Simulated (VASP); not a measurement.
Set up this calculation in VASP 6.6.1, as the native input.

```yaml
Task: relaxation of cell and atoms
Functional: LDA
Potentials_or_basis: VASP PAW LDA potentials, release 64 (W_sv)
Cutoff: 600 eV
k_mesh: 18 × 18 × 18
Occupations: fermi-dirac, width 0.05 eV
Spin: no spin polarisation
Dipole_correction: no
Further_INCAR_settings: ALGO = Normal; EDIFF = 1e-07; IBRION = 2; EDIFFG = -0.005; NSW = 45; ISIF = 3
```

The structure of W lies in POSCAR:

```
W
1.0
   -1.5679129444      1.5679129444      1.5679129444
    1.5679129444     -1.5679129444      1.5679129444
    1.5679129444      1.5679129444     -1.5679129444
W
1
Direct
    0.0000000000      0.0000000000      0.0000000000
```

One way to write it, as run:

INCAR

```
SYSTEM = W
ALGO = Normal ; EDIFF = 1E-7
EDIFFG = -0.005 ; ENCUT = 600
IBRION = 2 ; ISIF = 3
ISMEAR = -1 ; LASPH = .TRUE.
LCHARG = .FALSE. ; LREAL = .FALSE.
LWAVE = .FALSE. ; NELM = 80
NSW = 45 ; PREC = Accurate
SIGMA = 0.05
```

KPOINTS

```
k-points
0
G
  18 18 18
  0 0 0
```

Potentials or basis: VASP PAW LDA potentials, release 64 (W_sv).

The run is started by

```sh
$ cat potpaw_LDA.64/W_sv/POTCAR > POTCAR
$ mpirun -np 1 vasp_std > vasp.out
```

It gave:

```yaml
Relaxed_volume: 15.51 Å³/atom
Relaxed_cell: a = 2.721 Å, b = 2.721 Å, c = 2.721 Å, α = 109.47°, β = 109.47°, γ = 109.47°
Space_group_after_relaxing_to_0.05_Å: Im-3m (No. 229)
Energy_gained_by_relaxing: 0.6 meV/atom
Ionic_steps: 4
Pressure_after_relaxing: 0.0 GPa
Band_gap_on_the_k_mesh: zero (band 7 reaches 16.94 eV, above the bottom of band 8 at 10.34 eV)
```

Caveat: spin-orbit coupling is left out, which moves the levels of the heavy elements.

It took 24 s on 1 thread of Intel(R) Xeon(R) 6975P-C (Granite Rapids), on a shared host, peak memory 0.17 GiB.
